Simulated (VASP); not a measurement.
# Si2SnSe2 (P4/mmm) in VASP: single point with PBE

Aim: the single point of Si2SnSe2 with PBE.

Everything below comes from runs of VASP 6.6.1. Logs are shortened: lines on timing, memory, paths and dates and some standing lists are left out, and cuts for length are marked.

## 1. The cell of the first run

The structure is tetragonal, space group P4/mmm (No. 123). The conventional cell has a = 4.032 Å, b = 4.032 Å, c = 7.413 Å, α = 90.00°, β = 90.00°, γ = 90.00°. Si (site symmetry mmm) has 2 Sn at 2.02 Å and 4 Se at 2.76 Å and 4 Si at 2.85 Å within 2.9 Å. Within 2.5 Å of Sn (site symmetry 4/mmm) lie 2 Se at 1.89 Å and 4 Si at 2.02 Å. Within 2.5 Å of Se (site symmetry 4mm) lie 1 Sn at 1.89 Å.

The cell was built from a structure type or drawn by symmetry, and may not be a known phase.

## 2. Single point, PBE

INCAR

```
SYSTEM = Si2SnSe2
ALGO = Normal
EDIFF = 1E-7
ENCUT = 520
GGA = PE
ISIF = 2
ISMEAR = 0
LASPH = .TRUE.
LCHARG = .FALSE.
LREAL = .FALSE.
LWAVE = .FALSE.
NBANDS = 25
NELM = 80
PREC = Accurate
SIGMA = 0.1
```

KPOINTS

```
k-points
0
G
  4 4 4
  0 0 0
```

POSCAR

```
Si2SnSe2
1.0
    4.0319685600      0.0000000000      0.0000000000
    0.0000000000      4.0319685600      0.0000000000
    0.0000000000      0.0000000000      7.4126482500
Si Sn Se
2 1 2
Direct
    0.0000000000      0.5000000000      0.5000000000
    0.5000000000      0.0000000000      0.5000000000
    0.0000000000      0.0000000000      0.5000000000
    0.0000000000      0.0000000000      0.2456360400
    0.0000000000      0.0000000000      0.7543639600
```

Potentials or basis: VASP PAW PBE potentials, release 64 (Si, Sn_d, Se).

Started as:

```bash
> cat potpaw_PBE.64/Si/POTCAR potpaw_PBE.64/Sn_d/POTCAR potpaw_PBE.64/Se/POTCAR > POTCAR
> mpirun -np 1 vasp_std > vasp.out
```

OUTCAR:

```text
SYSTEM = Si2SnSe2
   EDIFF = 1E-7
   ENCUT = 520
   GGA = PE
   ISIF = 2
   ISMEAR = 0
   LASPH = .TRUE.
   LREAL = .FALSE.
   NELM = 80
   PREC = Accurate

 ion  position               nearest neighbor table
   1  0.000  0.500  0.500-   3 2.02   3 2.02   5 2.76   4 2.76   4 2.76   5 2.76   2 2.85   2 2.85
                             2 2.85   2 2.85
   2  0.500  0.000  0.500-   3 2.02   3 2.02   5 2.76   4 2.76   4 2.76   5 2.76   1 2.85   1 2.85
                             1 2.85   1 2.85
   3  0.000  0.000  0.500-   4 1.89   5 1.89   1 2.02   2 2.02   1 2.02   2 2.02
   4  0.000  0.000  0.246-   3 1.89   2 2.76   1 2.76   1 2.76   2 2.76
   5  0.000  0.000  0.754-   3 1.89   2 2.76   1 2.76   1 2.76   2 2.76

  LATTYP: Found a simple tetragonal cell.
 ALAT       =     4.0319685600
 C/A-ratio  =     1.8384687628

  Lattice vectors:

 A1 = (   4.0319685600,   0.0000000000,   0.0000000000)
 A2 = (   0.0000000000,   4.0319685600,   0.0000000000)
 A3 = (   0.0000000000,   0.0000000000,   7.4126482500)

Analysis of symmetry for initial positions (statically):
=====================================================================
 Subroutine PRICEL returns:
 Original cell was already a primitive cell.

 Routine SETGRP: Setting up the symmetry group for a
 simple tetragonal supercell.

 Subroutine GETGRP returns: Found 16 space group operations
 (whereof 16 operations were pure point group operations)
 out of a pool of 16 trial point group operations.

The static configuration has the point symmetry D_4h.

Analysis of symmetry for dynamics (positions and initial velocities):
=====================================================================
 Subroutine PRICEL returns:
 Original cell was already a primitive cell.

 Routine SETGRP: Setting up the symmetry group for a
 simple tetragonal supercell.

 Subroutine GETGRP returns: Found 16 space group operations
 (whereof 16 operations were pure point group operations)
 out of a pool of 16 trial point group operations.

The dynamic configuration has the point symmetry D_4h.

 Subroutine INISYM returns: Found 16 space group operations
 (whereof 16 operations are pure point group operations),
 and found     1 'primitive' translations

----------------------------------------------------------------------------------------

                                     Primitive cell

[... 89 lines left out ...]
   EDIFF  = 0.1E-06   stopping-criterion for ELM
   LREAL  =      F    real-space projection
   EDIFFG = 0.1E-05   stopping-criterion for IOM
   NSW    =      0    number of steps for IOM
   IBRION =     -1    ionic relax: 0-MD 1-quasi-New 2-CG
   NFREE  =      0    steps in history (QN), initial steepest desc. (CG)
   ISIF   =      2    stress and relaxation
   ISYM   =      2    0-nonsym 1-usesym 2-fastsym
   POTIM  = 0.5000    time-step for ionic-motion
   TEBEG  =    0.0;   TEEND  =   0.0 temperature during run
   PSTRESS=    0.0 pullay stress
   NELECT =      34.0000    total number of electrons
   NUPDOWN=      -1.0000    fix difference up-down
   EMIN   =  10.00;   EMAX   =-10.00  energy-range for DOS
   EFERMI =   0.00;   METHOD = LEGACY
   ISMEAR =     0;   SIGMA  =   0.10  broadening in eV -4-tet -1-fermi 0-gaus
   EFERMI_NEDOS =   21; number of points for ismear=-14 and -15
   IALGO  =     38    algorithm
   IMIX   =      4    mixing-type and parameters
     AMIX     =   0.40;   BMIX     =  1.00
     AMIX_MAG =   1.60;   BMIX_MAG =  1.00
  volume/ion in A,a.u.               =      24.10       162.64
  Fermi-wavevector in a.u.,A,eV,Ry     =   1.073739  2.029072 15.686356  1.152915
  Thomas-Fermi vector in A             =   2.209547
   LORBIT       =      0    0 simple, 1 ext, 2 COOP (PROOUT), +10 PAW based schemes
   GGA     = PE    functional components
   LHFCALC =     F    Hartree Fock is set to
   AEXX    =    0.0000 exact exchange contribution
   IVDW    =     0    specifies the selected vdW correction
   LEPSILON=     F    determine dielectric tensor
   LRPA    =     F    only Hartree local field effects (RPA)
 non-spin polarized calculation
 Gauss-broadening in eV      SIGMA  =   0.10
  energy-cutoff  :      520.00
  volume of cell :      120.51
 maximum number of plane-waves:      3307
 NGX is ok and might be reduce to    30
   NGX = 15   NGY = 15   NGZ = 27

 number of electron      34.0000015 magnetization

 Free energy of the ion-electron system (eV)
  ---------------------------------------------------
  ext. energy  EPLUGINS =         0.00000000
  ---------------------------------------------------
  free energy    TOTEN  =         8.67527965 eV

  energy without entropy =        8.70886653  energy(sigma->0) =        8.69207309

 E-fermi :   4.8840     XC(G=0):  -8.5699

 val. band max:        4.8641682204   @ k =   0.5000   0.0000   0.0000
 cond. band min:       4.8844909665   @ k =   0.5000   0.0000   0.0000
 fundamental gap:      0.0203227461
 Fermi energy:         4.8839868103

 k-point     1 :       0.0000    0.0000    0.0000
  band No.  band energies     occupation
      1     -21.6124      2.00000
      2     -20.5806      2.00000
      3     -20.1534      2.00000
      4     -20.1534      2.00000
      5     -19.7921      2.00000
      6     -13.3488      2.00000
[... 493 lines left out ...]
     24      11.8071      0.00000
     25      11.9441      0.00000

------------------------ aborting loop because EDIFF is reached ----------------------------------------

  FORCE on cell =-STRESS in cart. coord.  units (eV):
  Direction    XX          YY          ZZ          XY          YZ          ZX
  --------------------------------------------------------------------------------------
  -------------------------------------------------------------------------------------
  Total       59.1580975     59.1580975    106.3117774      0.0000000      0.0000000      0.0000000
  in kB      786.5333012    786.5333012   1413.4625152      0.0000000      0.0000000      0.0000000
  external PRESSURE =     995.5097059 kB  Pullay stress =       0.0000000 kB

 VOLUME and BASIS-vectors are now :
 -----------------------------------------------------------------------------
  energy-cutoff  :      520.00
  volume of cell :      120.51
      direct lattice vectors                 reciprocal lattice vectors
     4.031968560  0.000000000  0.000000000     0.248017807  0.000000000  0.000000000
     0.000000000  4.031968560  0.000000000     0.000000000  0.248017807  0.000000000
     0.000000000  0.000000000  7.412648250     0.000000000  0.000000000  0.134904553

 POSITION                                       TOTAL-FORCE (eV/Angst)
 -----------------------------------------------------------------------------------
      0.00000      2.01598      3.70632        -0.000000     -0.000000      0.000000
      2.01598      0.00000      3.70632        -0.000000     -0.000000      0.000000
      0.00000      0.00000      3.70632        -0.000000     -0.000000      0.000000
      0.00000      0.00000      1.82081        -0.000000      0.000000    -28.167953
      0.00000      0.00000      5.59183         0.000000      0.000000     28.167953
 -----------------------------------------------------------------------------------
    total drift:                                0.000000      0.000000      0.000000

  FREE ENERGIE OF THE ION-ELECTRON SYSTEM (eV)
  ---------------------------------------------------
  free  energy   TOTEN  =         8.6752796464 eV

  energy  without entropy=        8.7088665327  energy(sigma->0) =        8.69207309
```

stdout:

```text
POSCAR found type information on POSCAR SiSnSe
 POSCAR found :  3 types and       5 ions
 scaLAPACK will be used
 LDA part: xc-table for (Slater+PW92), standard interpolation
 POSCAR, INCAR and KPOINTS ok, starting setup
 FFT: planning ... GRIDC
 FFT: planning ... GRID_SOFT
 FFT: planning ... GRID
 WAVECAR not read
 entering main loop
```

Wall time 87 s (1 thread of Intel Xeon 8259CL, shared host); peak memory 0.23 GiB.

What came out:

* Free energy: 8.6753 eV
* Pressure: 99.6 GPa
* Largest force: 28.168 eV/Å
* Band gap on the k mesh: zero (bands 17 and 18 overlap by 2.55 eV)

Forces on the atoms (eV/Å):
```
Si    0.000   0.000   0.000
Si    0.000   0.000   0.000
Sn    0.000   0.000   0.000
Se    0.000   0.000 -28.168
Se    0.000   0.000  28.168
```

Stress tensor (GPa, compression positive):
```
 78.65   0.00   0.00
  0.00  78.65   0.00
  0.00   0.00 141.35
```

Levels at points of the mesh, in eV from the Fermi level:
| k point | band 13 | band 14 | band 15 | band 16 | band 17 | band 18 | band 19 | band 20 | band 21 | band 22 |
| --- | --- | --- | --- | --- | --- | --- | --- | --- | --- | --- |
| (0.00, 0.00, 0.00) | -3.58 | -2.45 | -2.45 | -0.42 | -0.42 | -0.34 | 0.14 | 1.94 | 2.52 | 2.52 |
| (0.50, 0.00, 0.00) | -3.24 | -2.39 | -2.21 | -0.81 | -0.02 | 0.00 | 0.24 | 1.43 | 3.22 | 4.71 |
| (0.50, 0.50, 0.00) | -4.71 | -4.12 | -1.92 | -1.92 | 1.31 | 2.36 | 3.54 | 3.54 | 4.93 | 5.71 |
| (0.00, 0.00, 0.50) | -3.22 | -2.55 | -2.55 | -0.54 | -0.26 | -0.26 | 0.13 | 2.55 | 2.55 | 3.52 |
| (0.50, 0.00, 0.50) | -3.06 | -2.30 | -2.11 | -0.81 | 0.04 | 0.15 | 0.17 | 2.40 | 2.75 | 5.00 |
| (0.50, 0.50, 0.50) | -4.80 | -4.76 | -1.66 | -1.66 | 2.21 | 2.73 | 2.90 | 2.90 | 4.94 | 5.88 |

Caveat: the k points lie up to 0.39 Å⁻¹ apart, too coarse for converged energies and pressures of a metal; spin-orbit coupling is left out, which moves the levels of the heavy elements; this functional lacks dispersion, which binds the layers, so the pressure and a relaxed spacing across them are unreliable; forces of over 1 eV/Å act on the atoms, so gaps and moduli don't describe the material at rest.
